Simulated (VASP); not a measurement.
# AlNi (Amm2) in VASP: notebook

The runs below take AlNi through single point, with r2SCAN.

All numbers are computed with VASP 6.6.1; they aren't measurements. Logs are shortened: lines on timing, memory, paths and dates and some standing lists are left out, and cuts for length are marked.

### Step 1. The cell of the first run

Symmetry: Amm2, No. 38, orthorhombic system. Conventional cell: a = 3.099 Å, b = 3.906 Å, c = 3.877 Å, α = 90.00°, β = 90.00°, γ = 90.00°. Within 3.2 Å of Al (site symmetry mm2) lie 8 Ni at 2.40 to 2.56 Å and 6 Al at 2.75 to 3.10 Å. Within 3.2 Å of Ni (site symmetry mm2) lie 8 Al at 2.40 to 2.56 Å and 6 Ni at 2.75 to 3.10 Å.

### Step 2. Single point, r2SCAN (all Ni atoms moved -0.100 Å, as atom 2 along Cartesian [1 0 0])

Contents of POSCAR:

```
AlNi
1.0
    1.9386940000     -1.9531901500      0.0000000000
    1.9386940000      1.9531901500      0.0000000000
    0.0000000000      0.0000000000      3.0994300413
Al Ni
1 1
Direct
    0.0000000000      0.0000000000      0.0000000000
    0.4742094420      0.4742094420      0.5000000000
```

Contents of INCAR.step1:

```
SYSTEM = AlNi
ALGO = Normal ; EDIFF = 1E-4
ENCUT = 520 ; GGA = PE
ISMEAR = 0 ; LASPH = .True.
LCHARG = .False. ; LREAL = .False.
LWAVE = .True. ; NBANDS = 14
NELM = 80 ; PREC = Accurate
SIGMA = 0.15
```

Contents of INCAR.step2:

```
SYSTEM = AlNi
ALGO = Normal ; EDIFF = 1E-7
ENCUT = 520 ; ISIF = 2
ISMEAR = 0 ; ISTART = 1
LASPH = .True. ; LCHARG = .False.
LMIXTAU = .True. ; LREAL = .False.
LWAVE = .False. ; METAGGA = R2SCAN
NBANDS = 14 ; NELM = 80
PREC = Accurate ; SIGMA = 0.15
```

Contents of KPOINTS:

```
k-points
0
Gamma
  18 18 16
  0 0 0
```

Potentials or basis: VASP PAW PBE potentials, release 64 (Al, Ni).

Run with:

```
cat potpaw_PBE.64/Al/POTCAR potpaw_PBE.64/Ni/POTCAR > POTCAR
cp INCAR.step1 INCAR
mpirun -np 1 vasp_std > vasp.out
cp INCAR.step2 INCAR
mpirun -np 1 vasp_std > vasp.out
```

OUTCAR:

```text
SYSTEM = AlNi
   EDIFF = 1E-7
   ENCUT = 520
   ISIF = 2
   ISMEAR = 0
   ISTART = 1
   LASPH = .True.
   LREAL = .False.
   METAGGA = R2SCAN
   NELM = 80
   PREC = Accurate

 ion  position               nearest neighbor table
   1  0.000  0.000  0.000-   2 2.40   2 2.40   2 2.50   2 2.50   2 2.50   2 2.50   2 2.56   2 2.56

   2  0.474  0.474  0.500-   1 2.40   1 2.40   1 2.50   1 2.50   1 2.50   1 2.50   1 2.56   1 2.56

  LATTYP: Found a base centered orthorhombic cell.
 ALAT       =     3.8773880000
 B/A-ratio  =     1.0074772759
 C/A-ratio  =     0.7993603017

  Lattice vectors:

 A1 = (   1.9386940000,  -1.9531901500,   0.0000000000)
 A2 = (   1.9386940000,   1.9531901500,   0.0000000000)
 A3 = (   0.0000000000,   0.0000000000,   3.0994300413)

Analysis of symmetry for initial positions (statically):
=====================================================================
 Subroutine PRICEL returns:
 Original cell was already a primitive cell.

 Routine SETGRP: Setting up the symmetry group for a
 base centered orthorhombic supercell.

 Subroutine GETGRP returns: Found  4 space group operations
 (whereof  4 operations were pure point group operations)
 out of a pool of  8 trial point group operations.

The static configuration has the point symmetry C_2v.

Analysis of symmetry for dynamics (positions and initial velocities):
=====================================================================
 Subroutine PRICEL returns:
 Original cell was already a primitive cell.

 Routine SETGRP: Setting up the symmetry group for a
 base centered orthorhombic supercell.

 Subroutine GETGRP returns: Found  4 space group operations
 (whereof  4 operations were pure point group operations)
 out of a pool of  8 trial point group operations.

The dynamic configuration has the point symmetry C_2v.

 Subroutine INISYM returns: Found  4 space group operations
 (whereof  4 operations are pure point group operations),
 and found     1 'primitive' translations

----------------------------------------------------------------------------------------

                                     Primitive cell

  volume of cell :      23.4728

  direct lattice vectors                    reciprocal lattice vectors
     1.938694000 -1.953190150  0.000000000     0.257905580 -0.255991461  0.000000000
     1.938694000  1.953190150  0.000000000     0.257905580  0.255991461  0.000000000
     0.000000000  0.000000000  3.099430041     0.000000000  0.000000000  0.322639965

  length of vectors
     2.751996764  2.751996764  3.099430041     0.363382603  0.363382603  0.322639965

  position of ions in fractional coordinates (direct lattice)
     0.000000000  0.000000000  0.000000000
     0.474209442  0.474209442  0.500000000

  ion indices of the primitive-cell ions
   primitive index   ion index
                 1           1
                 2           2

----------------------------------------------------------------------------------------

 KPOINTS: k-points

Automatic generation of k-mesh.
 Grid dimensions read from file:
 generate k-points for:   18   18   16

 Generating k-lattice:

  Cartesian coordinates                     Fractional coordinates (reciprocal lattice)
     0.014328088 -0.014221748  0.000000000     0.055555556  0.000000000  0.000000000
     0.014328088  0.014221748  0.000000000     0.000000000  0.055555556  0.000000000
     0.000000000  0.000000000  0.020164998     0.000000000  0.000000000  0.062500000

  Length of vectors
     0.020187922  0.020187922  0.020164998

  Shift w.r.t. Gamma in fractional coordinates (k-lattice)
     0.000000000  0.000000000  0.000000000

 Subroutine IBZKPT returns following result:
 ===========================================

 Found    819 irreducible k-points:

 Following reciprocal coordinates:
            Coordinates               Weight
  0.000000  0.000000  0.000000      1.000000
  0.055556  0.000000  0.000000      4.000000
  0.111111  0.000000  0.000000      4.000000
  0.166667  0.000000  0.000000      4.000000
  0.222222 -0.000000  0.000000      4.000000
  0.277778  0.000000  0.000000      4.000000
[... 16 lines left out ...]
 -0.277778  0.055556  0.000000      4.000000
 -0.222222  0.055556  0.000000      4.000000
 [... further k-points ...]
   k-points           NKPTS =    819   k-points in BZ     NKDIM =    819   number of bands    NBANDS=     14
   number of dos      NEDOS =    301   number of ions     NIONS =      2
   total plane-waves  NPLWV =   9600
   dimension x,y,z NGX =    20 NGY =   20 NGZ =   24
   dimension x,y,z NGXF=    40 NGYF=   40 NGZF=   48
   ions per type =               1   1
   NGX,Y,Z   is equivalent  to a cutoff of  12.08, 12.08, 12.87 a.u.
   NGXF,Y,Z  is equivalent  to a cutoff of  24.16, 24.16, 25.75 a.u.
 SYSTEM =  AlNi
   PREC   = accura    normal or accurate (medium, high low for compatibility)
   ISTART =      1    job   : 0-new  1-cont  2-samecut
   ICHARG =      0    charge: 1-file 2-atom 10-const
   ISPIN  =      1    spin polarized calculation?
   LNONCOLLINEAR =      F non collinear calculations
   LSORBIT =      F    spin-orbit coupling
   LASPH  =      T    aspherical Exc in radial PAW
   ENCUT  =  520.0 eV  38.22 Ry    6.18 a.u.   5.12  5.12  5.76*2*pi/ulx,y,z
   NELM   =     80;   NELMIN=  2; NELMDL=  0     # of ELM steps
   EDIFF  = 0.1E-06   stopping-criterion for ELM
   LREAL  =      F    real-space projection
   EDIFFG = 0.1E-05   stopping-criterion for IOM
   NSW    =      0    number of steps for IOM
   IBRION =     -1    ionic relax: 0-MD 1-quasi-New 2-CG
   NFREE  =      0    steps in history (QN), initial steepest desc. (CG)
   ISIF   =      2    stress and relaxation
   ISYM   =      2    0-nonsym 1-usesym 2-fastsym
   POTIM  = 0.5000    time-step for ionic-motion
   TEBEG  =    0.0;   TEEND  =   0.0 temperature during run
   PSTRESS=    0.0 pullay stress
   NELECT =      13.0000    total number of electrons
   NUPDOWN=      -1.0000    fix difference up-down
   EMIN   =  10.00;   EMAX   =-10.00  energy-range for DOS
   EFERMI =   0.00;   METHOD = LEGACY
   ISMEAR =     0;   SIGMA  =   0.15  broadening in eV -4-tet -1-fermi 0-gaus
   EFERMI_NEDOS =   21; number of points for ismear=-14 and -15
   IALGO  =     38    algorithm
   IMIX   =      4    mixing-type and parameters
     AMIX     =   0.40;   BMIX     =  1.00
     AMIX_MAG =   1.60;   BMIX_MAG =  1.00
  volume/ion in A,a.u.               =      11.74        79.20
  Fermi-wavevector in a.u.,A,eV,Ry     =   1.344417  2.540580 24.591955  1.807458
  Thomas-Fermi vector in A             =   2.472413
   LORBIT       =      0    0 simple, 1 ext, 2 COOP (PROOUT), +10 PAW based schemes
   METAGGA = R2SCAN    functional components
   LHFCALC =     F    Hartree Fock is set to
   AEXX    =    0.0000 exact exchange contribution
   IVDW    =     0    specifies the selected vdW correction
   LEPSILON=     F    determine dielectric tensor
   LRPA    =     F    only Hartree local field effects (RPA)
 non-spin polarized calculation
 Gauss-broadening in eV      SIGMA  =   0.15
  energy-cutoff  :      520.00
  volume of cell :       23.47
 maximum number of plane-waves:       646
   NGX = 11   NGY = 11   NGZ = 11

 number of electron      13.0000021 magnetization

 Free energy of the ion-electron system (eV)
  ---------------------------------------------------
  ext. energy  EPLUGINS =         0.00000000
  ---------------------------------------------------
  free energy    TOTEN  =       -19.99458604 eV

  energy without entropy =      -19.98460094  energy(sigma->0) =      -19.98959349

 E-fermi :  10.1401     XC(G=0): -13.1087

 val. band max:       10.1395946392   @ k =  -0.3889   0.1667   0.0625
 cond. band min:      10.1407598091   @ k =   0.3889   0.1111   0.2500
 fundamental gap:      0.0011651700
 Fermi energy:        10.1401218728

 k-point     1 :       0.0000    0.0000    0.0000
  band No.  band energies     occupation
      1      -1.7325      2.00000
      2       6.5539      2.00000
      3       6.7614      2.00000
      4       8.4028      2.00000
      5       8.4385      2.00000
      6       8.6803      2.00000
      7      13.2919      0.00000
      8      17.4074      0.00000
      9      17.6694      0.00000
     10      17.8493      0.00000
     11      19.1749      0.00000
     12      25.9498      0.00000
     13      31.4838      0.00000
     14      31.6140      0.00000

 k-point     2 :       0.0556    0.0000    0.0000
  band No.  band energies     occupation
      1      -1.6670      2.00000
      2       6.5714      2.00000
      3       6.7672      2.00000
      4       8.3667      2.00000
      5       8.4305      2.00000
      6       8.6550      2.00000
      7      13.3936      0.00000
      8      16.5755      0.00000
      9      17.5531      0.00000
     10      17.9518      0.00000
     11      19.9723      0.00000
     12      26.2386      0.00000
     13      30.5546      0.00000
     14      31.5897      0.00000

 k-point     3 :       0.1111    0.0000    0.0000
  band No.  band energies     occupation
      1      -1.4710      2.00000
      2       6.6181      2.00000
      3       6.7798      2.00000
      4       8.2406      2.00000
      5       8.4374      2.00000
      6       8.5836      2.00000
      7      13.6859      0.00000
      8      15.0988      0.00000
      9      17.6509      0.00000
     10      18.1296      0.00000
     11      21.0255      0.00000
     12      27.1038      0.00000
     13      28.9787      0.00000
     14      31.6367      0.00000
[... 324 lines left out ...]
 k-point    23 :      -0.2778    0.0556    0.0000
  band No.  band energies     occupation
      1      -0.0696      2.00000
      2       6.3648      2.00000
      3       6.9833      2.00000
      4       7.6772      2.00000
      5       8.1972      2.00000
      6       8.4567      2.00000
      7      11.2511      0.00000
      8      15.4933      0.00000
      9      17.7169      0.00000
     10      19.2988      0.00000
     11      23.6782      0.00000
     12      24.4301      0.00000
     13      26.9013      0.00000
     14      28.0347      0.00000

 k-point    24 :      -0.2222    0.0556    0.0000
  band No.  band energies     occupation
      1      -0.6374      2.00000
      2       6.6166      2.00000
      3       6.8811      2.00000
      4       7.8678      2.00000
      5       8.3196      2.00000
      6       8.4335      2.00000
      7      12.3455      0.00000
      8      14.8088      0.00000
      9      17.4277      0.00000
     10      18.8490      0.00000
     11      23.1514      0.00000
     12      25.8901      0.00000
     13      28.1264      0.00000
     14      29.2817      0.00000

 [... further k-points ...]
[... 5 lines left out ...]
  --------------------------------------------------------------------------------------
  -------------------------------------------------------------------------------------
  Total        0.6765036      0.2617634     -0.4711929      0.0000000      0.0000000      0.0000000
  in kB       46.1758667     17.8670940    -32.1620487      0.0000000      0.0000000      0.0000000
  external PRESSURE =      10.6269707 kB  Pullay stress =       0.0000000 kB

 VOLUME and BASIS-vectors are now :
 -----------------------------------------------------------------------------
  energy-cutoff  :      520.00
  volume of cell :       23.47
      direct lattice vectors                 reciprocal lattice vectors
     1.938694000 -1.953190150  0.000000000     0.257905580 -0.255991461  0.000000000
     1.938694000  1.953190150  0.000000000     0.257905580  0.255991461  0.000000000
     0.000000000  0.000000000  3.099430041     0.000000000  0.000000000  0.322639965

 POSITION                                       TOTAL-FORCE (eV/Angst)
 -----------------------------------------------------------------------------------
      0.00000      0.00000      0.00000        -0.631640      0.000000      0.000000
      1.83869      0.00000      1.54972         0.631640      0.000000      0.000000
 -----------------------------------------------------------------------------------
    total drift:                                0.001061      0.000000     -0.000006

  FREE ENERGIE OF THE ION-ELECTRON SYSTEM (eV)
  ---------------------------------------------------
  free  energy   TOTEN  =       -19.9945860430 eV

  energy  without entropy=      -19.9846009447  energy(sigma->0) =      -19.98959349
```

It took 7.3 min on 1 thread of Intel Xeon 6975P-C, shared host; peak memory 0.37 GiB.

Results:

| Item | Value |
| --- | --- |
| Free energy | -19.9946 eV |
| Pressure | 1.1 GPa |
| Largest force | 0.632 eV/Å |

Forces on the atoms (eV/Å):
```
Al  -0.632  0.000  0.000
Ni   0.632  0.000  0.000
```

Stress tensor (GPa, compression positive):
```
 4.62  0.00  0.00
 0.00  1.79  0.00
 0.00  0.00 -3.22
```

Caveat: the cell differs from its parent crystal (all Ni atoms moved -0.100 Å, as atom 2 along Cartesian [1 0 0]); the PAW data sets were made with another functional, which shifts forces and pressure a little. Spin polarisation is off, so any magnetic state and its effect on volume and gap are missing.

### Step 3. Single point, r2SCAN (all Ni atoms moved +0.075 Å, as atom 2 along Cartesian [1 0 0])

POSCAR: that of step 2 with these lines changed.

```diff
@@ -9,2 +9,2 @@
     0.0000000000      0.0000000000      0.0000000000
-    0.4742094420      0.4742094420      0.5000000000
+    0.5193429185      0.5193429185      0.5000000000
```

Contents of INCAR.step1:

```
PREC = Accurate
ENCUT = 520
ISMEAR = 0
SIGMA = 0.15
LREAL = False
LASPH = True
NELM = 60
NBANDS = 14
GGA = PE
ALGO = Normal
EDIFF = 1E-4
LWAVE = True
LCHARG = False
```

Contents of INCAR.step2:

```
PREC = Accurate
ENCUT = 520
EDIFF = 1E-6
ISMEAR = 0
SIGMA = 0.15
LREAL = False
LASPH = True
NELM = 60
ALGO = Normal
ISIF = 2
LWAVE = False
LCHARG = True
METAGGA = R2SCAN
LMIXTAU = True
LELF = True
LVHAR = True
NBANDS = 14
ISTART = 1
```

Contents of KPOINTS:

```
Automatic mesh
0
Gamma
  18 18 16
```

Potentials or basis: VASP PAW PBE potentials, release 64 (Al, Ni).

Run with:

```
cat potpaw_PBE.64/Al/POTCAR potpaw_PBE.64/Ni/POTCAR > POTCAR
cp INCAR.step1 INCAR
mpirun -np 1 vasp_std > vasp.out
cp INCAR.step2 INCAR
mpirun -np 1 vasp_std > vasp.out
```

It took 6.8 min on 1 thread of Intel Xeon 6975P-C, shared host; peak memory 0.37 GiB.

Results (log left out):

- Free energy: -20.0084 eV
- Pressure: 0.8 GPa
- Largest force: 0.471 eV/Å

Forces in eV/Å, atoms in the order of the input:
```
Al   0.471  0.000  0.000
Ni  -0.471  0.000  0.000
```

Stress tensor (GPa, compression positive):
```
 4.23  0.00  0.00
 0.00  1.90  0.00
 0.00  0.00 -3.62
```

Levels at points of the mesh, in eV from the Fermi level:
```tsv
k point	band 4	band 5	band 6	band 7	band 8	band 9	band 10	band 11
(0.00, 0.00, 0.00)	-1.73	-1.70	-1.46	3.15	7.31	7.55	7.65	9.01
(0.50, 0.00, 0.00)	-2.86	-2.20	-1.59	-0.35	8.19	8.30	9.97	12.28
(0.50, 0.50, 0.00)	-2.55	-2.54	-2.46	-0.85	2.33	3.53	11.67	14.29
(0.00, 0.00, 0.50)	-2.18	-2.15	-1.42	-1.30	8.79	11.83	11.88	12.25
(0.50, 0.00, 0.50)	-3.09	-2.11	-1.98	-1.28	1.42	2.39	14.71	16.26
(0.50, 0.50, 0.50)	-1.24	-0.83	1.85	2.13	2.26	4.18	4.23	4.86
```

Caveat: the cell differs from its parent crystal (all Ni atoms moved +0.075 Å, as atom 2 along Cartesian [1 0 0]); the PAW data sets were made with another functional, which shifts forces and pressure a little.

### Step 4. Single point, r2SCAN (all Ni atoms moved -0.050 Å, as atom 2 along Cartesian [1 0 0])

POSCAR: that of step 3 with these lines changed.

```diff
@@ -9,2 +9,2 @@
     0.0000000000      0.0000000000      0.0000000000
-    0.5193429185      0.5193429185      0.5000000000
+    0.4871047210      0.4871047210      0.5000000000
```

Contents of INCAR.step1:

```
  PREC = Accurate
  ENCUT = 520
  ISMEAR = 0
  SIGMA = 0.15
  LREAL = False
  LASPH = True
  NELM = 80
  NBANDS = 14
  GGA = PE
  ALGO = Normal
  EDIFF = 1E-4
  LWAVE = True
  LCHARG = False
```

Contents of INCAR.step2:

```
  PREC = Accurate
  ENCUT = 520
  EDIFF = 1E-6
  ISMEAR = 0
  SIGMA = 0.15
  LREAL = False
  LASPH = True
  NELM = 80
  ALGO = Normal
  ISIF = 2
  LWAVE = False
  LCHARG = False
  METAGGA = R2SCAN
  LMIXTAU = True
  NBANDS = 14
  ISTART = 1
```

Contents of KPOINTS:

```
regular mesh
0
Gamma
  18 18 16
```

Run with:

```
cat potpaw_PBE.64/Al/POTCAR potpaw_PBE.64/Ni/POTCAR > POTCAR
cp INCAR.step1 INCAR
mpirun -np 1 vasp_std > vasp.out
cp INCAR.step2 INCAR
mpirun -np 1 vasp_std > vasp.out
```

It took 6.8 min on 1 thread of Intel Xeon 6975P-C, shared host; peak memory 0.37 GiB.

Results (log left out):

* Free energy: -20.0182 eV
* Pressure: 0.7 GPa
* Largest force: 0.313 eV/Å

Forces in eV/Å, atoms in the order of the input:
```
Al  -0.313  0.000  0.000
Ni   0.313  0.000  0.000
```

Stress tensor (GPa, compression positive):
```
 3.94  0.00  0.00
 0.00  1.96  0.00
 0.00  0.00 -3.94
```

Levels at points of the mesh, in eV from the Fermi level:
| k point | band 3 | band 4 | band 5 | band 6 | band 7 | band 8 | band 9 | band 10 | band 11 | band 12 |
| --- | --- | --- | --- | --- | --- | --- | --- | --- | --- | --- |
| (0.00, 0.00, 0.00) | -3.38 | -1.73 | -1.70 | -1.46 | 3.15 | 7.35 | 7.56 | 7.60 | 8.99 | 15.88 |
| (0.50, 0.00, 0.00) | -2.89 | -2.86 | -2.20 | -1.59 | -0.35 | 8.19 | 8.30 | 9.96 | 12.27 | 13.56 |
| (0.50, 0.50, 0.00) | -2.62 | -2.55 | -2.54 | -2.48 | -0.84 | 2.33 | 3.53 | 11.66 | 14.29 | 14.33 |
| (0.00, 0.00, 0.50) | -3.04 | -2.17 | -2.15 | -1.42 | -1.30 | 8.78 | 11.83 | 11.87 | 12.26 | 12.27 |
| (0.50, 0.00, 0.50) | -3.66 | -3.09 | -2.12 | -1.98 | -1.27 | 1.42 | 2.39 | 14.70 | 16.29 | 17.15 |
| (0.50, 0.50, 0.50) | -4.33 | -1.24 | -0.83 | 1.86 | 2.13 | 2.26 | 4.23 | 4.25 | 4.78 | 5.55 |

Caveat: the cell differs from its parent crystal (all Ni atoms moved -0.050 Å, as atom 2 along Cartesian [1 0 0]); the PAW data sets were made with another functional, which shifts forces and pressure a little. Spin polarisation is off, so any magnetic state and its effect on volume and gap are missing.
